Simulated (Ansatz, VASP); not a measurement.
# Ca in VASP and in Ansatz

Contents of INCAR:

```
PREC = Accurate ; ENCUT = 520
EDIFF = 1E-8 ; ISMEAR = -1
SIGMA = 0.05 ; LREAL = False
LASPH = True ; NELM = 60
ALGO = Normal ; ISIF = 2
LWAVE = False ; LCHARG = False
GGA = PE ; LEFG = True
NBANDS = 11
```

KPOINTS

```
regular mesh
0
Gamma
  13 13 13
```

The input POSCAR:

```
Ca
1.0
    3.5778710112      0.0000000000      0.0000000000
    0.0000000000      3.5778710112      0.0000000000
    0.0000000000      0.0000000000      3.5778710112
Ca
1
Direct
    0.0000000000      0.0000000000      0.0000000000
```

Input for Ansatz:

```yaml
crystal:
  lattice:
    - [3.5778710112, 0.0, 0.0]
    - [0.0, 3.5778710112, 0.0]
    - [0.0, 0.0, 3.5778710112]
  atoms:
    - { symbol: Ca, position: [0.0, 0.0, 0.0] }
kpoints:
  mp_grid: { grid: [13, 13, 13] }
scf:
  occupations: { method: fermi_dirac, width: 0.05 }
hamiltonian:
  xc: pbe
  pseudopotentials: { kind: all_electron, datasets: crystal }
output:
  forces: true
  stress: true
  eigenvalues: true
  efg: { contact_densities: true }
```

Change from the starting cell: volume scaled by 1.05, crystal datasets.

Alike in both runs: task electric field gradients; functional PBE; k mesh 13 × 13 × 13; occupations fermi-dirac, width 0.05 eV; no spin polarisation.

```csv
,VASP,Ansatz
version,VASP 6.6.1,Ansatz 0.2.0
potentials or method,"VASP PAW PBE potentials, release 64 (Ca_sv), cutoff 520 eV","all-electron PAW with datasets made for the crystal, scalar-relativistic"
```

```csv
,VASP,Ansatz,Ansatz less VASP
pressure (GPa),-0.5,-0.5,-0.01
```

Ansatz ran all-electron here, and VASP with PAW potentials.
